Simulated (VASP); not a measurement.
# Be16H (a cell with a defect) in VASP: notebook, part 2 of 2

VASP 6.6.1. The steps go on from the part before.

### 3 Relaxation of the atoms, PBE+D3(BJ)

File INCAR:

```
ALGO = Normal
EDIFF = 1E-7
EDIFFG = -0.03
ENCUT = 520
GGA = PE
GGA_COMPAT = F
IBRION = 2
ISIF = 2
ISMEAR = 0
IVDW = 12
KPAR = 4
LASPH = T
LCHARG = F
LREAL = F
LWAVE = F
NELM = 120
NELMIN = 4
NSW = 80
PREC = Accurate
SIGMA = 0.05
```

File KPOINTS:

```
k-points
0
Gamma
  5 6 4
```

File POSCAR:

```
Be16H
1.0
   -2.2900000000     -3.9663960000      0.0000000000
    3.4350000000     -1.9831980000      0.0000000000
    0.0000000000      0.0000000000      7.1768600000
Be H
16 1
Direct
    0.7500000700      0.5000000400      0.0000000000
    0.5000000400      0.3333333600      0.2500000000
    0.7500000700      0.5000000400      0.5000000000
    0.5000000400      0.3333333600      0.7500000000
    0.5000000300      0.0000000200      0.0000000000
    0.2500000400      0.8333333600      0.2500000000
    0.5000000300      0.0000000200      0.5000000000
    0.2500000400      0.8333333600      0.7500000000
    0.2500000300      0.5000000200      0.0000000000
    0.0000000100      0.3333333400      0.2500000000
    0.2500000300      0.5000000200      0.5000000000
    0.0000000100      0.3333333400      0.7500000000
    0.0000000000      0.0000000000      0.0000000000
    0.7500000800      0.8333333800      0.2500000000
    0.0000000000      0.0000000000      0.5000000000
    0.7500000800      0.8333333800      0.7500000000
    0.4956118700      0.3238237700      0.4383882200
```

Potentials or basis: VASP PAW PBE potentials, release 64 (Be, H).

Run with:

```
> cat potpaw_PBE.64/Be/POTCAR potpaw_PBE.64/H/POTCAR > POTCAR
> mpirun -np 4 vasp_std > vasp.out
```

OUTCAR:

```text
EDIFF = 1E-7
   EDIFFG = -0.03
   ENCUT = 520
   GGA = PE
   IBRION = 2
   ISIF = 2
   ISMEAR = 0
   IVDW = 12
   LASPH = T
   LREAL = F
   NELM = 120
   NELMIN = 4
   NSW = 80
   PREC = Accurate
 IVDW          = 12

 ion  position               nearest neighbor table
   1  0.750  0.500  0.000-  10 2.23  12 2.23  14 2.23  16 2.23   2 2.23   4 2.23  13 2.29   9 2.29
                            13 2.29   5 2.29   5 2.29   9 2.29
   2  0.500  0.333  0.250-  17 1.35   7 2.23   5 2.23  11 2.23   9 2.23   3 2.23   1 2.23  10 2.29
                             6 2.29  10 2.29   6 2.29  14 2.29  14 2.29
   3  0.750  0.500  0.500-  17 1.43  12 2.23  10 2.23  16 2.23  14 2.23   4 2.23   2 2.23  15 2.29
                            11 2.29  15 2.29   7 2.29   7 2.29  11 2.29
   4  0.500  0.333  0.750-   5 2.23   7 2.23   9 2.23  11 2.23   1 2.23   3 2.23  12 2.29   8 2.29
                            12 2.29   8 2.29  16 2.29  16 2.29
   5  0.500  0.000  0.000-   6 2.23   8 2.23   2 2.23   4 2.23  14 2.23  16 2.23  13 2.29   9 2.29
                            13 2.29   9 2.29   1 2.29   1 2.29
   6  0.250  0.833  0.250-   5 2.23   7 2.23   9 2.23  11 2.23  13 2.23  15 2.23  14 2.29   2 2.29
                            10 2.29   2 2.29  10 2.29  14 2.29
   7  0.500  0.000  0.500-  17 1.36   8 2.23   6 2.23   4 2.23   2 2.23  16 2.23  14 2.23  15 2.29
                            11 2.29  15 2.29  11 2.29   3 2.29   3 2.29
   8  0.250  0.833  0.750-   5 2.23   7 2.23   9 2.23  11 2.23  13 2.23  15 2.23  16 2.29   4 2.29
                            12 2.29   4 2.29  12 2.29  16 2.29
   9  0.250  0.500  0.000-  10 2.23  12 2.23   6 2.23   8 2.23   2 2.23   4 2.23   1 2.29   5 2.29
                            13 2.29   5 2.29  13 2.29   1 2.29
  10  0.000  0.333  0.250-   1 2.23   3 2.23   9 2.23  11 2.23  13 2.23  15 2.23  14 2.29   2 2.29
                            14 2.29   6 2.29   2 2.29   6 2.29
  11  0.250  0.500  0.500-  17 1.40  12 2.23  10 2.23   8 2.23   6 2.23   4 2.23   2 2.23   3 2.29
                             7 2.29  15 2.29   7 2.29  15 2.29   3 2.29
[... 391 lines left out ...]

[... ionic steps 4 to 7 ...]

--------------------------------------- Ionic step        8  -------------------------------------------

 number of electron      33.0000000 magnetization

------------------------ aborting loop because EDIFF is reached ----------------------------------------
[... 105 lines left out ...]
--------------------------------------- Ionic step       10  -------------------------------------------

 number of electron      33.0000001 magnetization

 Free energy of the ion-electron system (eV)
  ---------------------------------------------------
  ext. energy  EPLUGINS =         0.00000000
  ---------------------------------------------------
  free energy    TOTEN  =       -61.91298773 eV

  energy without entropy =      -61.91292498  energy(sigma->0) =      -61.91295635

 E-fermi :   7.3541     XC(G=0): -10.5783

 val. band max:        7.2697748159   @ k =   0.4000   0.5000   0.0000
 cond. band min:       7.4372932521   @ k =   0.4000   0.0000   0.0000
 fundamental gap:      0.1675184362
 Fermi energy:         7.3541467788

 k-point     1 :       0.0000    0.0000    0.0000
  band No.  band energies     occupation
      1      -5.1364      2.00000
      2      -2.9634      2.00000
      3      -2.1786      2.00000
      4      -0.3036      2.00000
      5       0.9649      2.00000
      6       1.5457      2.00000
[... 661 lines left out ...]
     24      10.5034      0.00000
     25      10.8078      0.00000

 [... further k-points ...]

------------------------ aborting loop because EDIFF is reached ----------------------------------------

 Edisp (eV)   -5.70923

 E8    (eV) :    -1.9587
[... 40 lines left out ...]
  FREE ENERGIE OF THE ION-ELECTRON SYSTEM (eV)
  ---------------------------------------------------
  free  energy   TOTEN  =       -67.6222168148 eV

  energy  without entropy=      -67.6221540673  energy(sigma->0) =      -67.62218544

 reached required accuracy - stopping structural energy minimisation
```

OSZICAR:

```text
N       E                     dE             d eps       ncg     rms          rms(c)
DAV:   1     0.434190986800E+02    0.43419E+02   -0.12984E+04  3100   0.111E+03
DAV:   2    -0.574088173395E+02   -0.10083E+03   -0.93134E+02  4217   0.191E+02
DAV:   3    -0.622436364361E+02   -0.48348E+01   -0.46933E+01  4117   0.362E+01
[... 84 lines left out ...]
DAV:   2    -0.619130142670E+02    0.23227E-04   -0.15444E-03  3858   0.221E-01    0.355E-02
DAV:   3    -0.619129884228E+02    0.25844E-04   -0.90944E-05  3755   0.484E-02    0.135E-02
DAV:   4    -0.619129878660E+02    0.55675E-06   -0.10418E-05  3958   0.167E-02    0.429E-03
DAV:   5    -0.619129877471E+02    0.11896E-06   -0.78602E-07  3688   0.485E-03    0.707E-04
DAV:   6    -0.619129877261E+02    0.20980E-07   -0.92075E-08  2226   0.170E-03
  10 F= -.67622217E+02 E0= -.67622185E+02  d E =-.870862E-03
```

CONTCAR:

```text
Be16H
   1.00000000000000
    -2.2900000000000000   -3.9663960000000000    0.0000000000000000
     3.4350000000000001   -1.9831980000000000    0.0000000000000000
     0.0000000000000000    0.0000000000000000    7.1768599999999996
  Be              H
    16     1
Direct
     0.7513764875492407    0.4997238209969072    0.9989327559157054
     0.4997259071581965    0.3317818778955941    0.2461511030237768
     0.7718760101474336    0.5128953991028139    0.4994652472098999
     0.4997227794340715    0.3324988548473662    0.7551566463103740
     0.4997495816039337    0.9957604034803333    0.9983969846184509
     0.2473430156258259    0.8333047880569590    0.2473353548291777
[... 9 lines left out ...]
     0.7501376316374948    0.8335889777609595    0.7471399164713491
     0.4998506634662110    0.3298278014455881    0.4661537297054655

  0.00000000E+00  0.00000000E+00  0.00000000E+00
  0.00000000E+00  0.00000000E+00  0.00000000E+00
  0.00000000E+00  0.00000000E+00  0.00000000E+00
  0.00000000E+00  0.00000000E+00  0.00000000E+00
  0.00000000E+00  0.00000000E+00  0.00000000E+00
  0.00000000E+00  0.00000000E+00  0.00000000E+00
[... 9 lines left out ...]
  0.00000000E+00  0.00000000E+00  0.00000000E+00
  0.00000000E+00  0.00000000E+00  0.00000000E+00
```

It took 8.1 min on 4 MPI ranks of AMD EPYC 7R43 (Zen 3), shared host; peak memory 0.31 GiB.

What came out:

```
Free energy                  : -67.6222 eV
Energy gained by relaxing    : 20.5 meV/atom
Ionic steps                  : 10
Pressure after relaxing      : -6.5 GPa
Largest force after relaxing : 0.024 eV/Å
Band gap on the k mesh       : zero (an odd number of electrons rules out a gap without spin polarisation)
Dispersion energy per atom   : -0.336 eV
```

Forces on the atoms (eV/Å):
```
Be   0.005 -0.001 -0.010
Be   0.007 -0.004 -0.010
Be  -0.004  0.007 -0.003
Be   0.008 -0.005 -0.018
Be   0.006 -0.003  0.000
Be  -0.002 -0.001  0.000
Be  -0.010  0.006  0.004
Be   0.001  0.001  0.005
Be   0.001 -0.005 -0.010
Be  -0.004  0.002 -0.017
Be  -0.008  0.000 -0.003
Be  -0.012  0.006  0.009
Be   0.003 -0.001  0.008
Be   0.000  0.002 -0.002
Be   0.008 -0.005  0.019
Be  -0.002 -0.002  0.004
H    0.002  0.001  0.024
```

The path:
| step | energy change (eV) | largest force (eV/Å) | pressure (GPa) |
| --- | --- | --- | --- |
| 1 | 0.0000 | 1.6662 | -6.00 |
| 2 | -0.2789 | 0.4136 | -6.45 |
| 3 | -0.2969 | 0.3260 | -6.45 |
| 4 | -0.3156 | 0.2893 | -6.47 |
| 5 | -0.3279 | 0.2454 | -6.47 |
| 6 | -0.3366 | 0.1640 | -6.48 |
| 7 | -0.3418 | 0.1368 | -6.48 |
| 8 | -0.3470 | 0.0590 | -6.48 |
| 9 | -0.3473 | 0.0637 | -6.47 |
| 10 | -0.3482 | 0.0240 | -6.48 |

Final structure:
```
Be H
1.0
    -2.29000   -3.96640    0.00000
     3.43500   -1.98320    0.00000
     0.00000    0.00000    7.17686
Be H
16 1
Direct
  0.75138 0.49972 0.99893
  0.49973 0.33178 0.24615
  0.77188 0.51290 0.49947
  0.49972 0.33250 0.75516
  0.49975 0.99576 0.99840
  0.24734 0.83330 0.24734
  0.49974 0.96604 0.49885
  0.24928 0.83354 0.74711
  0.24804 0.49977 0.99893
  0.99972 0.33210 0.24591
  0.22769 0.51279 0.49944
  0.99973 0.33270 0.74820
  0.99976 0.00026 0.99706
  0.75213 0.83330 0.24735
  0.99974 0.01061 0.49681
  0.75014 0.83359 0.74714
  0.49985 0.32983 0.46615
```

Levels at points of the mesh, in eV from the Fermi level:
| k point | band 12 | band 13 | band 14 | band 15 | band 16 | band 17 | band 18 | band 19 | band 20 | band 21 |
| --- | --- | --- | --- | --- | --- | --- | --- | --- | --- | --- |
| (0.00, 0.00, 0.00) | -4.28 | -4.00 | -3.68 | -0.78 | 0.19 | 0.42 | 0.58 | 0.88 | 1.04 | 1.36 |
| (0.00, 0.50, 0.00) | -4.00 | -3.74 | -3.66 | -2.66 | -2.52 | -0.10 | 0.68 | 0.69 | 0.82 | 0.90 |
| (0.00, 0.00, 0.50) | -3.53 | -2.68 | -2.07 | -2.03 | -1.93 | 0.68 | 1.49 | 1.68 | 1.74 | 1.84 |
| (0.00, 0.50, 0.50) | -4.90 | -4.18 | -3.77 | -3.54 | -3.53 | 1.17 | 1.64 | 1.75 | 1.78 | 2.26 |
